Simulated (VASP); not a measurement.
Runs of VASP 6.6.1 on InSb3. The structure is that of space group I4/mmm (No. 139), or close to it. The cells are those of the table. 

| cell | gap on the mesh (eV) | pressure (GPa) |
| --- | --- | --- |
| a = 5.460, b = 5.460, c = 5.205 Å, angles 61.5, 61.5, 56.9°, 4 atoms | none | -4.7 |
| a = 5.298, b = 5.298, c = 5.527 Å, angles 58.6, 58.6, 62.9°, 4 atoms | none | (a) |
| a = 5.426, b = 5.426, c = 5.259 Å, angles 61.0, 61.0, 58.0°, 4 atoms | none | -5.2 |
| a = 5.318, b = 5.318, c = 5.474 Å, angles 59.0, 59.0, 61.9°, 4 atoms | none | -5.3 |
| a = 5.341, b = 5.341, c = 5.420 Å, angles 59.5, 59.5, 61.0°, 4 atoms | none | -5.2 |

Alike in all rows: task single point; level LDA; potentials or basis VASP PAW LDA potentials, release 64 (In_d, Sb); no spin polarisation; k mesh 4 × 4 × 4; cutoff (eV) 500; smearing fermi-dirac 0.02 eV.

Fill in the values left out.

(a) -5.1.

Caveats: the cell stands under tension; spin-orbit coupling is left out, which moves the levels of the heavy elements.

A k mesh can miss the band edges, and the runs leave out spin-orbit coupling on In, Sb.

A gap of «none» marks levels without a gap at the run's occupations.
